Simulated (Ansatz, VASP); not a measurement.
Sb: VASP beside Ansatz

INCAR

```
SYSTEM = Sb
PREC = Accurate
ENCUT = 520
EDIFF = 1E-6
ISMEAR = -1
SIGMA = 0.1
LREAL = .False.
LASPH = .True.
NELM = 60
ALGO = Normal
ISIF = 2
LWAVE = .False.
LCHARG = .False.
GGA = B5
ALDAX = 1.0
AGGAX = 1.0
AGGAC = 1.0
ALDAC = 0.0
NBANDS = 14
```

KPOINTS

```
Automatic mesh
0
Gamma
  7 7 11
  0 0 0
```

The input POSCAR:

```
Sb
1.0
    5.5575536538      0.0000000000      0.0000000000
   -2.7787768269      4.8129826471      0.0000000000
    0.0000000000      0.0000000000      3.2842609210
Sb
3
Direct
    0.0000000000      0.0000000000      1.0000000000
    0.3333333333      0.6666666667      0.5000000000
    0.6666666667      0.3333333333      0.5000000000
```

Input for Ansatz:

```yaml
crystal:
  lattice:
    - [5.5575536538, 0.0, 0.0]
    - [-2.7787768269, 4.8129826471, 0.0]
    - [0.0, 0.0, 3.284260921]
  atoms:
    - { symbol: Sb, position: [0.0, 0.0, 1.0] }
    - { symbol: Sb, position: [0.3333333333, 0.6666666667, 0.5] }
    - { symbol: Sb, position: [0.6666666667, 0.3333333333, 0.5] }
hamiltonian:
  xc: blyp
  pseudopotentials:
    kind: paw
    azcp:
      Sb: "pseudopotentials/Sb.paw.azcp"
basis:
  ecutwfc: 420
  fft_grid_basis: typed
kpoints:
  mp_grid: { grid: [7, 7, 11], shift: [0, 0, 0] }
magnetization:
  spin_polarized: false
scf:
  occupations: { method: fermi_dirac, width: 0.1 }
  lower_state_search: "off"
output:
  stress: true
  write_density: true
  write_potential: true
  elf: true
  volumetric_format: npy
```

Alike in both runs: task single point; functional BLYP; k mesh 7 × 7 × 11; occupations fermi-dirac, width 0.1 eV; no spin polarisation.

|  | VASP | Ansatz |
| --- | --- | --- |
| version | VASP 6.6.1 | Ansatz 0.2.0 |
| potentials or method | VASP PAW PBE potentials, release 64 (Sb), cutoff 520 eV | plane waves (420 eV) with PAW, scalar-relativistic |
| valence electrons in the cell | 15 | 45 |

Ansatz gave:

```
pressure (GPa)                                                : 1.8
traceless stress, the component that is largest in VASP (GPa) : 0.35
```

Task: Which values does VASP return?

Result: Pressure (GPa): 2.0; traceless stress, the component that is largest in VASP (GPa): 0.36.

VASP's potentials were made for PBE, not for BLYP. VASP's potentials hold 15 valence electrons a cell and Ansatz's 45, so a difference there can come from the potentials and not from the codes.

Neither program's run includes spin-orbit coupling.
